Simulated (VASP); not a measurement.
# HPbNO4 (P1) in VASP: settings compared, part 2 of 2

VASP 6.6.1.

## 3. Single point, PBE

INCAR

```
PREC     = Accurate       # precision mode
ENCUT    = 520            # plane-wave cutoff, eV
EDIFF    = 1E-6           # SCF threshold, eV
ISMEAR   = -1             # smearing method
SIGMA    = 0.05           # smearing width, eV
LREAL    = False          # projectors in reciprocal space
LASPH    = True           # aspherical terms in the spheres
NELM     = 100            # most SCF steps
ALGO     = Normal         # electronic algorithm
ISIF     = 2              # what is computed and relaxed
LWAVE    = False          # write WAVECAR
LCHARG   = False          # write CHGCAR
GGA      = PE             # functional
NBANDS   = 31             # bands
```

KPOINTS

```
regular mesh
0
Gamma
  8 8 5
```

POSCAR

```
HPbNO4
1.0
    4.1992300000      0.1111700000      0.1681700000
    1.9160000000      3.8913200000      0.1256800000
    1.7608500000      1.2525900000      6.3726600000
H Pb N O
1 1 1 4
Direct
    0.8914500000      0.6820200000      0.6279600000
    0.1442600000      0.9287200000      0.8835200000
    0.2567000000      0.2886100000      0.3017100000
    0.8310800000      0.6505600000      0.7840500000
    0.3869400000      0.2238000000      0.1129500000
    0.3110400000      0.0357600000      0.4585600000
    0.0772600000      0.6063300000      0.3227500000
```

Potentials or basis: VASP PAW PBE potentials, release 64 (H, Pb_d, N, O).

The run is started by

```bash
$ cat potpaw_PBE.64/H/POTCAR potpaw_PBE.64/Pb_d/POTCAR potpaw_PBE.64/N/POTCAR potpaw_PBE.64/O/POTCAR > POTCAR
$ mpirun -np 1 vasp_std > vasp.out
```

OUTCAR:

```text
PREC = Accurate
   ENCUT = 520
   EDIFF = 1E-6
   ISMEAR = -1
   LREAL = False
   LASPH = True
   NELM = 100
   ISIF = 2
   GGA = PE

 ion  position               nearest neighbor table
   1  0.891  0.682  0.628-   4 0.98
   2  0.144  0.929  0.884-   4 2.48   4 2.51   6 2.67   4 2.72   5 2.81   7 2.84   5 2.91   5 2.93

   3  0.257  0.289  0.302-   6 1.25   7 1.26   5 1.28
   4  0.831  0.651  0.784-   1 0.98   2 2.48   2 2.51   2 2.72
   5  0.387  0.224  0.113-   3 1.28   2 2.81   2 2.91   2 2.93
   6  0.311  0.036  0.459-   3 1.25   2 2.67
   7  0.077  0.606  0.323-   3 1.26   2 2.84

[... 1028 lines left out ...]
  Total       -0.1354715      0.6186237      0.6402706     -0.0368867     -0.0602662     -0.0212657
  in kB       -2.1407326      9.7755484     10.1176156     -0.5828877     -0.9523324     -0.3360427
  external PRESSURE =       5.9174771 kB  Pullay stress =       0.0000000 kB

 VOLUME and BASIS-vectors are now :
 -----------------------------------------------------------------------------
  energy-cutoff  :      520.00
  volume of cell :      101.39
      direct lattice vectors                 reciprocal lattice vectors
     4.199230000  0.111170000  0.168170000     0.243027768 -0.118243312 -0.043910244
     1.916000000  3.891320000  0.125680000    -0.004909750  0.261012831 -0.049947232
     1.760850000  1.252590000  6.372660000    -0.006316502 -0.002027272  0.159064151

 POSITION                                       TOTAL-FORCE (eV/Angst)
 -----------------------------------------------------------------------------------
      6.15590      3.53964      4.23741         0.003437     -0.007576     -0.108566
      3.94095      4.73667      5.77135         0.000813      0.007034      0.001492
      2.16219      1.52953      2.00214         0.006000     -0.046562     -0.084137
      6.11696      3.60602      5.21801        -0.003813      0.005311      0.096889
      2.25254      1.05537      0.81299         0.022367     -0.117624     -0.292319
      2.18210      0.74812      2.97905         0.006225     -0.256109      0.338239
      2.05448      2.77229      2.14597        -0.035029      0.415525      0.048402
 -----------------------------------------------------------------------------------
    total drift:                               -0.000550     -0.000134     -0.000623

  FREE ENERGIE OF THE ION-ELECTRON SYSTEM (eV)
  ---------------------------------------------------
  free  energy   TOTEN  =       -40.4285988178 eV

  energy  without entropy=      -40.4285988178  energy(sigma->0) =      -40.42859882
```

Run time: 7.8 min. Hardware: 1 thread of Intel Xeon Platinum 8488C (Sapphire Rapids), shared host; peak memory 0.55 GiB.

Results:

```
Free energy            : -40.4286 eV
Pressure               : 0.6 GPa
Largest force          : 0.424 eV/Å
Band gap on the k mesh : 2.77 eV, direct
```

Forces on the atoms (eV/Å):
```
H    0.003 -0.008 -0.109
Pb   0.001  0.007  0.001
N    0.006 -0.047 -0.084
O   -0.004  0.005  0.097
O    0.022 -0.118 -0.292
O    0.006 -0.256  0.338
O   -0.035  0.416  0.048
```

Caveat: the standard files for N, O and F lose accuracy on very short bonds; spin-orbit coupling is left out, which moves the levels of the heavy elements.

## 4. Single point, B3LYP

POSCAR is that of step 3.

INCAR.step1

```
SYSTEM = HPbNO4
PREC = Accurate ; ENCUT = 520
EDIFF = 1E-5 ; ISMEAR = -1
SIGMA = 0.05 ; LREAL = .FALSE.
LASPH = .TRUE. ; NELM = 100
ALGO = Normal ; ISIF = 2
LWAVE = .TRUE. ; LCHARG = .FALSE.
NBANDS = 31 ; GGA = PE
LUSENCCL = .FALSE.
```

INCAR.step2

```
SYSTEM = HPbNO4
PREC = Accurate ; ENCUT = 520
EDIFF = 1E-6 ; ISMEAR = -1
SIGMA = 0.05 ; LREAL = .FALSE.
LASPH = .TRUE. ; NELM = 100
ALGO = Normal ; ISIF = 2
LWAVE = .FALSE. ; LCHARG = .FALSE.
GGA = B3 ; LHFCALC = .TRUE.
AEXX = 0.2 ; AGGAX = 0.72
AGGAC = 0.81 ; ALDAC = 0.19
PRECFOCK = Fast ; NBANDS = 31
ISTART = 1 ; LUSENCCL = .FALSE.
```

KPOINTS

```
Automatic mesh
0
G
  3 3 2
  0 0 0
```

The run is started by

```bash
$ cat potpaw_PBE.64/H/POTCAR potpaw_PBE.64/Pb_d/POTCAR potpaw_PBE.64/N/POTCAR potpaw_PBE.64/O/POTCAR > POTCAR
$ cp INCAR.step1 INCAR
$ mpirun -np 1 vasp_std > vasp.out
$ cp INCAR.step2 INCAR
$ mpirun -np 1 vasp_std > vasp.out
```

It took 2.4 min on 1 × NVIDIA H100 80GB with 1 thread of AMD EPYC 7R13 (Zen 3), shared host; peak memory 1.3 GiB.

Results (log left out):

| Quantity | Value |
| --- | --- |
| Free energy | -50.2755 eV |
| Pressure | -0.9 GPa |
| Largest force | 0.434 eV/Å |
| Band gap on the k mesh | 4.45 eV, direct |

Forces in eV/Å, atoms in the order of the input:
```
H   -0.019  0.033  0.388
Pb  -0.002  0.011 -0.029
N    0.003 -0.057 -0.020
O    0.022 -0.005 -0.405
O   -0.028  0.157  0.363
O   -0.012  0.291 -0.262
O    0.036 -0.431 -0.035
```

Stress tensor (GPa, compression positive):
```
-0.12  0.15  0.07
 0.15 -1.26 -0.21
 0.07 -0.21 -1.45
```

Levels at points of the mesh, in eV from the valence-band top:
| k point | band 19 | band 20 | band 21 | band 22 | band 23 | band 24 | band 25 | band 26 |
| --- | --- | --- | --- | --- | --- | --- | --- | --- |
| (0.00, 0.00, 0.00) | -2.37 | -1.81 | -1.64 | -1.28 | 5.24 | 5.87 | 7.08 | 7.88 |
| (0.00, 0.00, 0.50) | -1.84 | -1.74 | -1.57 | -1.44 | 5.12 | 5.30 | 7.09 | 7.96 |

Caveat: the k points lie up to 0.57 Å⁻¹ apart; the standard files for N, O and F lose accuracy on very short bonds; the PAW data sets were made with another functional, which shifts forces and pressure a little; spin-orbit coupling is left out, which moves the levels of the heavy elements. A k mesh can miss the band edges.

## 5. The runs side by side

```tsv
level	k mesh	grid for exact exchange (PRECFOCK)	gap on the mesh (eV)	pressure (GPa)	largest force (eV/Å)
PBE	10 × 10 × 6	-	2.77	0.6	0.42
PBE	8 × 8 × 5	-	2.77	0.6	0.42
B3LYP	3 × 3 × 2	Fast	4.45	-0.9	0.43
```

Alike in all rows: task single point; potentials or basis VASP PAW PBE potentials, release 64 (H, Pb_d, N, O); no spin polarisation; cell as given; cutoff (eV) 520; smearing fermi-dirac 0.05 eV.

Caveats: some runs use coarse meshes; the standard files for N, O and F lose accuracy on very short bonds; spin-orbit coupling is left out, which moves the levels of the heavy elements; the PAW data sets were made with another functional, which shifts forces and pressure a little (some runs).

Total energies depend on the potentials used, so only differences within one code and one set of settings carry meaning.
